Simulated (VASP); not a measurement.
Mo, 2 atoms in the cell. The structure is hexagonal, space group P6_3/mmc (No. 194). The conventional cell has a = 2.734 Å, b = 2.734 Å, c = 4.823 Å, α = 90.00°, β = 90.00°, γ = 120.00°. Within 3.6 Å of Mo (site symmetry -6m2) lie 12 Mo at 2.73 to 2.88 Å. This isn't the form of Mo at room conditions, which is bcc.

| Item | Value |
| --- | --- |
| Program | VASP 6.6.1 |
| Task | single point |
| Functional | PBEsol |
| Potentials or basis | VASP PAW PBE potentials, release 64 (Mo_sv) |
| Cutoff | 520 eV |
| k mesh | 22 × 22 × 11 |
| Occupations | fermi-dirac, width 0.1 eV |
| Spin | no spin polarisation |
| Dipole correction | no |
| Further INCAR settings | ALGO = Normal; EDIFF = 1e-06; NBANDS = 21 |

Potentials or basis: VASP PAW PBE potentials, release 64 (Mo_sv).

Launch:

```bash
$ cat potpaw_PBE.64/Mo_sv/POTCAR > POTCAR
$ mpirun -np 1 vasp_std > vasp.out
```

Hardware: 1 thread of Intel Xeon 8259CL (shared host).

Task: How long does it take, and how much memory?

Result: Wall time 3.2 min on 1 thread of Intel Xeon 8259CL (shared host), peak memory 0.27 GiB. Counts: scf iterations 12, k points 312.
